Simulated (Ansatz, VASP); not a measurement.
# C: VASP beside Ansatz

```xyz
2
Lattice="2.1690 -1.2524 0.0000 2.1690 1.2524 0.0000 -1.4061 0.0000 3.5715" Properties=species:S:1:pos:R:3 pbc="T T T"
C    -0.6831    0.0000    3.5712
C     3.6150    0.0000    0.0003
```

Alike in both runs: task single point; functional PBE0; k mesh 6 × 6 × 4; occupations fermi-dirac, width 0.05 eV; no spin polarisation.

|  | VASP | Ansatz |
| --- | --- | --- |
| version | VASP 6.6.1 | Ansatz 0.2.0 |
| potentials or method | VASP PAW PBE potentials, release 64 (C) | Ansatz PAW |
| plane-wave cutoff (eV) | 520 | 420 |
| valence electrons in the cell | 8 | 8 |

|  | VASP | Ansatz | Ansatz less VASP |
| --- | --- | --- | --- |
| gap on the k mesh at the Fermi level (eV) | 1.20 | 1.09 | -0.114 |
| least direct gap on the mesh (eV) | 1.23 | 1.12 | -0.113 |
| pressure (GPa) | -16.0 | -16.5 | -0.43 |
| traceless stress, the component that is largest in VASP (GPa) | 15.82 | 16.47 | +0.645 |
| rms of the force components (eV/Å) | 0.030 | 0.031 | +0.0009 |

Atom by atom the forces differ by 0.001 eV/Å (rms over components).

The k mesh is coarse, so the values compare programs but aren't converged.
